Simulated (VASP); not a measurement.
Wanted: the native input for a VASP 6.6.1 run.

- Task: relaxation of cell and atoms
- Functional: PBE
- Potentials or basis: VASP PAW PBE potentials, release 64 (Ca_sv, B, Pb_d)
- Cutoff: 600 eV
- k mesh: 4 × 4 × 4
- Occupations: gaussian, width 0.1 eV
- Spin: no spin polarisation
- Dipole correction: no
- Further INCAR settings: ALGO = Normal; EDIFF = 1e-06; IBRION = 2; EDIFFG = -0.04; NSW = 90; ISIF = 3

The structure of Ca2BPb lies in POSCAR:

```
Ca2BPb
1.0
    4.2636515800      0.0000000000      0.0000000000
    0.0000000000      4.2636515800      0.0000000000
    0.0000000000      0.0000000000      4.5349861200
Ca B Pb
2 1 1
Direct
    0.5000000000      0.0000000000      0.5000000000
    0.0000000000      0.5000000000      0.5000000000
    0.0000000000      0.0000000000      0.0000000000
    0.5000000000      0.5000000000      0.0000000000
```

The cell was built from a structure type or drawn by symmetry, and may not be a known phase.

These files were run (other wordings do the same):

INCAR

```
SYSTEM = Ca2BPb
PREC = Accurate ; ENCUT = 600
EDIFF = 1E-6 ; ISMEAR = 0
SIGMA = 0.1 ; LREAL = .FALSE.
LASPH = .TRUE. ; NELM = 100
ALGO = Normal ; ISIF = 3
LWAVE = .FALSE. ; LCHARG = .FALSE.
GGA = PE ; IBRION = 2
NSW = 90 ; EDIFFG = -0.04
```

KPOINTS

```
Automatic mesh
0
G
  4 4 4
  0 0 0
```

Potentials or basis: VASP PAW PBE potentials, release 64 (Ca_sv, B, Pb_d).

Launch:

```console
$ cat potpaw_PBE.64/Ca_sv/POTCAR potpaw_PBE.64/B/POTCAR potpaw_PBE.64/Pb_d/POTCAR > POTCAR
$ mpirun -np 1 vasp_std > vasp.out
```

Results of the run:

```
Relaxed volume                        : 24.53 Å³/atom
Relaxed cell                          : a = 5.041 Å, b = 5.041 Å, c = 3.861 Å, α = 90.00°, β = 90.00°, γ = 90.00°
Space group after relaxing (to 0.1 Å) : P4/mmm (No. 123)
Energy gained by relaxing             : 167.5 meV/atom
Ionic steps                           : 14
Pressure after relaxing               : 0.1 GPa
Band gap on the k mesh                : zero (an odd number of electrons rules out a gap without spin polarisation)
```

Caveat: the k points lie up to 0.41 Å⁻¹ apart in the final cell, too coarse for converged energies and pressures of a metal; the volume moved by over 15 % at a fixed basis, so the end points are rough; spin-orbit coupling is left out, which moves the levels of the heavy elements.

Run time: 3.2 min on 1 thread of Intel(R) Xeon(R) 6975P-C (Granite Rapids), on a shared host, peak memory 0.23 GiB.
